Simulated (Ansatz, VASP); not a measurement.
# Two plane-wave programs on Ta2Sn

Contents of INCAR:

```
SYSTEM = Ta2Sn
PREC = Accurate
ENCUT = 520
EDIFF = 1E-6
ISMEAR = 0
SIGMA = 0.1
LREAL = .False.
LASPH = .True.
NELM = 80
ALGO = Normal
ISIF = 2
LWAVE = .False.
LCHARG = .False.
GGA = PE
NBANDS = 25
```

Contents of KPOINTS:

```
Automatic mesh
0
Gamma
  8 8 8
  0 0 0
```

File POSCAR:

```
Ta2Sn
1.0
   -1.7974181508      1.7974181508      4.4092914013
    1.7974181508     -1.7974181508      4.4092914013
    1.7974181508      1.7974181508     -4.4092914013
Ta Sn
2 1
Direct
    0.6650000000      0.6650000000      0.0000000000
    0.3350000000      0.3350000000      0.0000000000
    0.0000000000      0.0000000000      0.0000000000
```

Input for Ansatz:

```yaml
crystal:
  lattice:
    - [-1.7974181508, 1.7974181508, 4.4092914013]
    - [1.7974181508, -1.7974181508, 4.4092914013]
    - [1.7974181508, 1.7974181508, -4.4092914013]
  atoms:
    - { symbol: Ta, position: [0.665, 0.665, 0.0] }
    - { symbol: Ta, position: [0.335, 0.335, 0.0] }
    - { symbol: Sn, position: [0.0, 0.0, 0.0] }
basis:
  ecutwfc: 420
kpoints:
  mp_grid: { grid: [8, 8, 8] }
hamiltonian:
  xc: pbe
scf:
  occupations: { method: gaussian, width: 0.1 }
  lower_state_search: "off"
output:
  forces: true
  stress: true
  eigenvalues: true
```

Alike in both runs: task single point; functional PBE; k mesh 8 × 8 × 8; occupations gaussian, width 0.1 eV; no spin polarisation.

|  | VASP | Ansatz |
| --- | --- | --- |
| version | VASP 6.6.1 | Ansatz 0.2.0 |
| potentials or method | VASP PAW PBE potentials, release 64 (Ta_pv, Sn_d), cutoff 520 eV | scalar-relativistic, plane waves, PAW |
| valence electrons in the cell | 36 | 40 |

```tsv
	VASP	Ansatz	Ansatz less VASP
gap on the k mesh at the Fermi level (eV)	none	none	-
pressure (GPa)	3.3	3.2	-0.05
traceless stress, the component that is largest in VASP (GPa)	4.97	5.00	+0.022
rms of the force components (eV/Å)	0.515	0.512	-0.0034
```

Atom by atom the forces differ by 0.003 eV/Å (rms over components). A gap of «none» marks a metal or a gap that the smearing closes. With one functional, cell and mesh, what is left measures potentials, basis and numerics. VASP's potentials hold 36 valence electrons a cell and Ansatz's 40, so a difference there can come from the potentials and not from the codes.

Neither program's run includes spin-orbit coupling.
